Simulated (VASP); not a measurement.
Here is a VASP 6.6.1 calculation.

INCAR

```
ALGO = Fast
EDIFF = 1E-6
EDIFFG = -0.01
ENCUT = 600
GGA = PE
IBRION = 2
ISIF = 4
ISMEAR = 0
LASPH = True
LCHARG = False
LREAL = False
LWAVE = False
NELM = 100
NSW = 50
PREC = Accurate
SIGMA = 0.1
```

The input KPOINTS:

```
k-points
0
Gamma
  10 10 10
```

The input POSCAR:

```
Ti4Mo
1.0
   -3.5905326863      3.5905326863      1.5889111001
    3.5905326863     -3.5905326863      1.5889111001
    3.5905326863      3.5905326863     -1.5889111001
Ti Mo
4 1
Direct
    0.2195397093      0.5905996349      0.8101393442
    0.5905996349      0.7804602907      0.3710599256
    0.4094003651      0.2195397093      0.6289400744
    0.7804602907      0.4094003651      0.1898606558
    0.0000000000      0.0000000000      0.0000000000
```

Potentials or basis: VASP PAW PBE potentials, release 64 (Ti_sv, Mo_sv).

Launch:

```bash
$ cat potpaw_PBE.64/Ti_sv/POTCAR potpaw_PBE.64/Mo_sv/POTCAR > POTCAR
$ mpirun -np 1 vasp_std > vasp.out
```

Task: Estimate the band gap on the k mesh.

Result: Zero (bands 31 and 32 overlap by 0.90 eV).

Final structure:
```xyz
5
Lattice="-3.5877 3.5877 1.5914 3.5877 -3.5877 1.5914 3.5877 3.5877 -1.5914" Properties=species:S:1:pos:R:3 pbc="T T T"
Ti    4.2392    1.5626    0.0000
Ti    2.0251    0.6514    1.5914
Ti    1.5626    2.9363    0.0000
Ti   -0.6514    2.0251    1.5914
Mo    0.0000    0.0000    0.0000
```
